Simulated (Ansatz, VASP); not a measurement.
**One calculation of HfB2, two programs**

```
CELL_PARAMETERS angstrom
3.14519 0.00000 0.00000
-1.57260 2.72382 0.00000
0.00000 0.00000 3.48735
ATOMIC_POSITIONS crystal
Hf 0.00000 0.00000 0.00000
B 0.33333 0.66667 0.50000
B 0.66667 0.33333 0.50000
```

Alike in both runs: functional PBE; k mesh 12 × 12 × 10; no spin polarisation.

Ansatz relaxed the structure, and its values are those at the end. VASP's run is a single point on that final structure, the one shown.

```csv
,VASP,Ansatz
version,VASP 6.6.1,Ansatz 0.2.0
potentials or method,"VASP PAW PBE potentials, release 64 (Hf_pv, B), cutoff 520 eV","plane waves, PAW"
occupations,"fermi-dirac, width 0.1 eV",fermi-dirac
valence electrons in the cell,16,32
```

|  | VASP | Ansatz | Ansatz less VASP |
| --- | --- | --- | --- |
| pressure (GPa) | -0.4 | 0.0 | +0.39 |

VASP's potentials hold 16 valence electrons a cell and Ansatz's 32, so a difference there can come from the potentials and not from the codes.

Spin-orbit coupling is off throughout.
